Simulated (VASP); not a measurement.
# Hf (Fd-3m) in VASP: a series of runs

Runs on Hf. Level: LDA. Tasks: single point, relaxation of cell and atoms.

All numbers are computed with VASP 6.6.1; they aren't measurements. Logs are shortened: lines on timing, memory, paths and dates and some standing lists are left out, and cuts for length are marked.

## Step 1: The cell of the first run

Symmetry: Fd-3m, No. 227, cubic system. Conventional cell: a = 6.213 Å, b = 6.213 Å, c = 6.213 Å, α = 90.00°, β = 90.00°, γ = 90.00°. Hf (site symmetry -43m) has 4 Hf at 2.69 Å within 3.5 Å.

This isn't the form of Hf at room conditions, which is hcp.

## Step 2: Single point, LDA

The input, INCAR:

```
ALGO     = Normal         # electronic algorithm
EDIFF    = 1E-6           # SCF threshold, eV
ENCUT    = 500            # plane-wave cutoff, eV
GGA      = CA             # functional
GGA_COMPAT= False        
ISIF     = 2              # what is computed and relaxed
ISMEAR   = 1              # smearing method
LASPH    = True           # aspherical terms in the spheres
LCHARG   = True           # write CHGCAR
LELF     = True           # ELF
LREAL    = False          # projectors in reciprocal space
LVHAR    = True         
LWAVE    = False          # write WAVECAR
NBANDS   = 17             # bands
NELM     = 120            # most SCF steps
PREC     = Accurate       # precision mode
SIGMA    = 0.05           # smearing width, eV
```

The input, KPOINTS:

```
k-points
0
Gamma
  7 7 7
```

The input, POSCAR:

```
Hf
1.0
    0.0000000000      3.1063439407      3.1063439407
    3.1063439407      0.0000000000      3.1063439407
    3.1063439407      3.1063439407      0.0000000000
Hf
2
Direct
    1.0000000000      1.0000000000      1.0000000000
    0.2500000000      0.2500000000      0.2500000000
```

Potentials or basis: VASP PAW LDA potentials, release 64 (Hf_pv).

The run is started by

```bash
$ cat potpaw_LDA.64/Hf_pv/POTCAR > POTCAR
$ mpirun -np 1 vasp_std > vasp.out
```

OUTCAR:

```text
EDIFF = 1E-6
   ENCUT = 500
   GGA = CA
   ISIF = 2
   ISMEAR = 1
   LASPH = True
   LREAL = False
   NELM = 120
   PREC = Accurate

 ion  position               nearest neighbor table
   1  0.000  0.000  0.000-   2 2.69   2 2.69   2 2.69   2 2.69
   2  0.250  0.250  0.250-   1 2.69   1 2.69   1 2.69   1 2.69

  LATTYP: Found a face centered cubic cell.
 ALAT       =     6.2126878814

  Lattice vectors:

 A1 = (   0.0000000000,   3.1063439407,   3.1063439407)
 A2 = (   3.1063439407,   0.0000000000,   3.1063439407)
 A3 = (   3.1063439407,   3.1063439407,   0.0000000000)

Analysis of symmetry for initial positions (statically):
=====================================================================
 Subroutine PRICEL returns:
 Original cell was already a primitive cell.

 Routine SETGRP: Setting up the symmetry group for a
 face centered cubic supercell.

 Subroutine GETGRP returns: Found 48 space group operations
 (whereof 24 operations were pure point group operations)
 out of a pool of 48 trial point group operations.

The static configuration has the point symmetry T_d .
 The point group associated with its full space group is O_h .

Analysis of symmetry for dynamics (positions and initial velocities):
=====================================================================
 Subroutine PRICEL returns:
 Original cell was already a primitive cell.

 Routine SETGRP: Setting up the symmetry group for a
 face centered cubic supercell.

 Subroutine GETGRP returns: Found 48 space group operations
 (whereof 24 operations were pure point group operations)
 out of a pool of 48 trial point group operations.

The dynamic configuration has the point symmetry T_d .
 The point group associated with its full space group is O_h .

 Subroutine INISYM returns: Found 48 space group operations
 (whereof 24 operations are pure point group operations),
 and found     1 'primitive' translations

----------------------------------------------------------------------------------------

                                     Primitive cell

  volume of cell :      59.9485

  direct lattice vectors                    reciprocal lattice vectors
     0.000000000  3.106343941  3.106343941    -0.160960927  0.160960927  0.160960927
     3.106343941  0.000000000  3.106343941     0.160960927 -0.160960927  0.160960927
     3.106343941  3.106343941  0.000000000     0.160960927  0.160960927 -0.160960927

  length of vectors
[... 76 lines left out ...]
   NELM   =    120;   NELMIN=  2; NELMDL= -5     # of ELM steps
   EDIFF  = 0.1E-05   stopping-criterion for ELM
   LREAL  =      F    real-space projection
   EDIFFG = 0.1E-04   stopping-criterion for IOM
   NSW    =      0    number of steps for IOM
   IBRION =     -1    ionic relax: 0-MD 1-quasi-New 2-CG
   NFREE  =      0    steps in history (QN), initial steepest desc. (CG)
   ISIF   =      2    stress and relaxation
   ISYM   =      2    0-nonsym 1-usesym 2-fastsym
   POTIM  = 0.5000    time-step for ionic-motion
   TEBEG  =    0.0;   TEEND  =   0.0 temperature during run
   PSTRESS=    0.0 pullay stress
   NELECT =      20.0000    total number of electrons
   NUPDOWN=      -1.0000    fix difference up-down
   EMIN   =  10.00;   EMAX   =-10.00  energy-range for DOS
   EFERMI =   0.00;   METHOD = LEGACY
   ISMEAR =     1;   SIGMA  =   0.05  broadening in eV -4-tet -1-fermi 0-gaus
   EFERMI_NEDOS =   21; number of points for ismear=-14 and -15
   IALGO  =     38    algorithm
   IMIX   =      4    mixing-type and parameters
     AMIX     =   0.40;   BMIX     =  1.00
     AMIX_MAG =   1.60;   BMIX_MAG =  1.00
  volume/ion in A,a.u.               =      29.97       202.28
  Fermi-wavevector in a.u.,A,eV,Ry     =   1.135425  2.145643 17.540508  1.289191
  Thomas-Fermi vector in A             =   2.272130
   LORBIT       =      0    0 simple, 1 ext, 2 COOP (PROOUT), +10 PAW based schemes
   GGA     = CA    functional components
   LHFCALC =     F    Hartree Fock is set to
   AEXX    =    0.0000 exact exchange contribution
   IVDW    =     0    specifies the selected vdW correction
   LEPSILON=     F    determine dielectric tensor
   LRPA    =     F    only Hartree local field effects (RPA)
 non-spin polarized calculation
 Methfessel and Paxton  Order N= 1 SIGMA  =   0.05
  energy-cutoff  :      500.00
  volume of cell :       59.95
 maximum number of plane-waves:      1536
   NGX = 17   NGY = 17   NGZ = 17

 number of electron      19.9999999 magnetization

 Free energy of the ion-electron system (eV)
  ---------------------------------------------------
  ext. energy  EPLUGINS =         0.00000000
  ---------------------------------------------------
  free energy    TOTEN  =       -15.92694981 eV

  energy without entropy =      -15.92538813  energy(sigma->0) =      -15.92642925

 E-fermi :   2.2493     XC(G=0):  -9.8685

 val. band max:        2.2405383271   @ k =  -0.4286   0.1429   0.0000
 cond. band min:       2.2607127449   @ k =   0.4286   0.4286   0.0000
 fundamental gap:      0.0201744178
 Fermi energy:         2.2492988934

 k-point     1 :       0.0000    0.0000    0.0000
  band No.  band energies     occupation
      1     -28.6058      2.00000
      2     -28.6058      2.00000
      3     -28.6058      2.00000
      4     -27.7095      2.00000
      5     -27.7095      2.00000
      6     -27.7095      2.00000
[... 377 lines left out ...]
      4     -28.0714      2.00000
      5     -27.5156      2.00000
      6     -27.4819      2.00000
[... 9 lines left out ...]
     16       6.8509      0.00000
     17       7.9668      0.00000

------------------------ aborting loop because EDIFF is reached ----------------------------------------

  FORCE on cell =-STRESS in cart. coord.  units (eV):
  Direction    XX          YY          ZZ          XY          YZ          ZX
  --------------------------------------------------------------------------------------
  -------------------------------------------------------------------------------------
  Total       -0.1331604     -0.1331604     -0.1331604      0.0000000      0.0000000     -0.0000000
  in kB       -3.5588294     -3.5588294     -3.5588294      0.0000000      0.0000000     -0.0000000
  external PRESSURE =      -3.5588294 kB  Pullay stress =       0.0000000 kB

 VOLUME and BASIS-vectors are now :
 -----------------------------------------------------------------------------
  energy-cutoff  :      500.00
  volume of cell :       59.95
      direct lattice vectors                 reciprocal lattice vectors
     0.000000000  3.106343941  3.106343941    -0.160960927  0.160960927  0.160960927
     3.106343941  0.000000000  3.106343941     0.160960927 -0.160960927  0.160960927
     3.106343941  3.106343941  0.000000000     0.160960927  0.160960927 -0.160960927

 POSITION                                       TOTAL-FORCE (eV/Angst)
 -----------------------------------------------------------------------------------
      0.00000      0.00000      0.00000         0.000000      0.000000     -0.000000
      1.55317      1.55317      1.55317        -0.000000     -0.000000      0.000000
 -----------------------------------------------------------------------------------
    total drift:                               -0.000000      0.000000      0.000000

  FREE ENERGIE OF THE ION-ELECTRON SYSTEM (eV)
  ---------------------------------------------------
  free  energy   TOTEN  =       -15.9269498085 eV

  energy  without entropy=      -15.9253881292  energy(sigma->0) =      -15.92642925
```

OSZICAR:

```text
N       E                     dE             d eps       ncg     rms          rms(c)
DAV:   1     0.544841419565E+02    0.54484E+02   -0.10762E+04   680   0.103E+03
DAV:   2    -0.142398661838E+02   -0.68724E+02   -0.67016E+02   896   0.241E+02
DAV:   3    -0.162728730312E+02   -0.20330E+01   -0.20081E+01   884   0.279E+01
DAV:   4    -0.162984660202E+02   -0.25593E-01   -0.25567E-01   894   0.375E+00
DAV:   5    -0.162989974850E+02   -0.53146E-03   -0.53135E-03   933   0.438E-01    0.311E+01
DAV:   6    -0.159938428379E+02    0.30515E+00   -0.48023E-01   748   0.328E+00    0.173E+01
DAV:   7    -0.159351866917E+02    0.58656E-01   -0.28376E-01   813   0.273E+00    0.121E+00
DAV:   8    -0.159270933358E+02    0.80934E-02   -0.46909E-02   733   0.980E-01    0.317E-01
DAV:   9    -0.159269373822E+02    0.15595E-03   -0.12331E-03   854   0.196E-01    0.970E-02
DAV:  10    -0.159269540020E+02   -0.16620E-04   -0.66447E-05   914   0.382E-02    0.330E-02
DAV:  11    -0.159269498856E+02    0.41164E-05   -0.27866E-05   786   0.232E-02    0.106E-02
DAV:  12    -0.159269498085E+02    0.77185E-07   -0.60450E-07   571   0.476E-03
   1 F= -.15926950E+02 E0= -.15926429E+02  d E =-.156168E-02
```

stdout:

```text
POSCAR found type information on POSCAR Hf
 POSCAR found :  1 types and       2 ions
 scaLAPACK will be used
 LDA part: xc-table for (Slater(with rela. corr.)+CA(PZ))
 , standard interpolation
 POSCAR, INCAR and KPOINTS ok, starting setup
 FFT: planning ... GRIDC
 FFT: planning ... GRID_SOFT
 FFT: planning ... GRID
 WAVECAR not read
 entering main loop
```

Wall time 10 s (1 thread of AMD EPYC 9R45 (Zen 5), shared host); peak memory 0.12 GiB.

What came out:

| Quantity | Value |
| --- | --- |
| Free energy | -15.9269 eV |
| Pressure | -0.4 GPa |
| Band gap on the k mesh | zero (bands 10 and 11 overlap by 0.51 eV) |

Caveat: spin-orbit coupling is left out, which moves the levels of the heavy elements.

[end of part 1 of 2]

The gap in the log of VASP goes by the Fermi energy; the results here count the filled bands.